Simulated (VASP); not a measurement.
Set up this calculation in VASP 6.6.1, as the native input.

| Property | Result |
| --- | --- |
| Task | single point |
| Functional | r2SCAN |
| Potentials or basis | VASP PAW PBE potentials, release 64 (Rh_sv_GW) |
| Cutoff | 680 eV |
| k mesh | 11 × 11 × 6 |
| Occupations | methfessel-paxton, width 0.2 eV |
| Spin | no spin polarisation |
| Dipole correction | no |
| Further INCAR settings | ALGO = Normal; EDIFF = 1e-06; NBANDS = 24 |

The system is Rh.

```
Rh
1.0
     2.73098    0.00000    0.00000
    -1.36549    2.36510    0.00000
     0.00000    0.00000    4.42849
Rh
2
Direct
  0.66667 0.33333 0.75000
  0.33333 0.66667 0.25000
```

This isn't the form of Rh at room conditions, which is fcc.

These files were run (other wordings do the same):

POSCAR

```
Rh
1.0
    2.7309790000      0.0000000000      0.0000000000
   -1.3654895000      2.3650971912      0.0000000000
    0.0000000000      0.0000000000      4.4284890000
Rh
2
Direct
    0.6666666667      0.3333333333      0.7500000000
    0.3333333333      0.6666666667      0.2500000000
```

INCAR.step1

```
SYSTEM = Rh
ALGO = Normal
EDIFF = 1E-5
ENCUT = 680
GGA = PE
GGA_COMPAT = .False.
ISMEAR = 1
LASPH = .True.
LCHARG = .False.
LREAL = .False.
LWAVE = .True.
NBANDS = 24
NELM = 120
PREC = Accurate
SIGMA = 0.2
```

INCAR.step2

```
SYSTEM = Rh
ALGO = Normal
EDIFF = 1E-6
ENCUT = 680
GGA_COMPAT = .False.
ISIF = 2
ISMEAR = 1
ISTART = 1
LASPH = .True.
LCHARG = .True.
LELF = .True.
LMIXTAU = .True.
LREAL = .False.
LVHAR = .True.
LWAVE = .False.
METAGGA = R2SCAN
NBANDS = 24
NELM = 120
PREC = Accurate
SIGMA = 0.2
```

KPOINTS

```
k-points
0
Gamma
  11 11 6
  0 0 0
```

Potentials or basis: VASP PAW PBE potentials, release 64 (Rh_sv_GW).

The run is started by

```sh
$ cat potpaw_PBE.64/Rh_sv_GW/POTCAR > POTCAR
$ cp INCAR.step1 INCAR
$ mpirun -np 1 vasp_std > vasp.out
$ cp INCAR.step2 INCAR
$ mpirun -np 1 vasp_std > vasp.out
```

It gave:

The pressure is -9.7 GPa and the band gap on the k mesh is zero (bands 17 and 18 overlap by 2.28 eV).

Caveat: the cell stands under tension; the PAW data sets were made with another functional, which shifts forces and pressure a little.

Wall time 92 s on 1 thread of Intel(R) Xeon(R) 6975P-C (Granite Rapids) (shared host), peak memory 0.22 GiB.
